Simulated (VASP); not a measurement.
The system is MgSe.

```
Mg Se
1.0
     0.00000    2.73627    2.73627
     2.73627    0.00000    2.73627
     2.73627    2.73627    0.00000
Mg Se
1 1
Direct
  0.00000 0.00000 0.00000
  0.50000 0.50000 0.50000
```

Base run:

```yaml
Program: VASP 6.6.1
Functional: PBE
Potentials_or_basis: VASP PAW PBE potentials, release 64 (Mg, Se)
Cutoff: 600 eV
k_mesh: 8 × 8 × 8
Occupations: fermi-dirac, width 0.02 eV
Spin: no spin polarisation
```

Its results: band gap on the k mesh 1.78 eV, indirect (least direct gap 2.52 eV); pressure 1.1 GPa.

Task: The run is repeated on the same cell with these changes: k mesh from 8 × 8 × 8 to 4 × 4 × 4; occupations from fermi-dirac, width 0.02 eV to gaussian, width 0.01 eV. What comes out?

Result: Band gap on the k mesh 1.75 eV, indirect (least direct gap 2.50 eV); pressure 1.5 GPa.

Caveats: some runs use coarse meshes.

A k mesh can miss the band edges.
